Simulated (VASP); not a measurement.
Here is a VASP 6.6.1 calculation.

Contents of INCAR:

```
SYSTEM = Cu
PREC = Accurate
ENCUT = 520
EDIFF = 1E-7
ISMEAR = 0
SIGMA = 0.15
LREAL = .False.
LASPH = .True.
NELM = 100
ALGO = Normal
ISIF = 2
LWAVE = .False.
LCHARG = .False.
GGA = PS
NBANDS = 12
```

The input KPOINTS:

```
Automatic mesh
0
Gamma
  22 22 22
  0 0 0
```

File POSCAR:

```
Cu
1.0
    0.0000000000      1.7352000000      1.6629000000
    1.7352000000      0.0000000000      1.6629000000
    1.7352000000      1.7352000000      0.0000000000
Cu
1
Direct
    0.0000000000      0.0000000000      0.0000000000
```

Potentials or basis: VASP PAW PBE potentials, release 64 (Cu).

Run with:

```console
$ cat potpaw_PBE.64/Cu/POTCAR > POTCAR
$ mpirun -np 1 vasp_std > vasp.out
```

Q: Predict the pressure.

A: 28.7 GPa.

Stress tensor (GPa, compression positive):
```
27.61  0.00  0.00
 0.00 27.61  0.00
 0.00  0.00 30.74
```

Caveat: the cell differs from its parent crystal (strain -0.040 along x and y, -0.080 along z); the PAW data sets were made with another functional, which shifts forces and pressure a little.
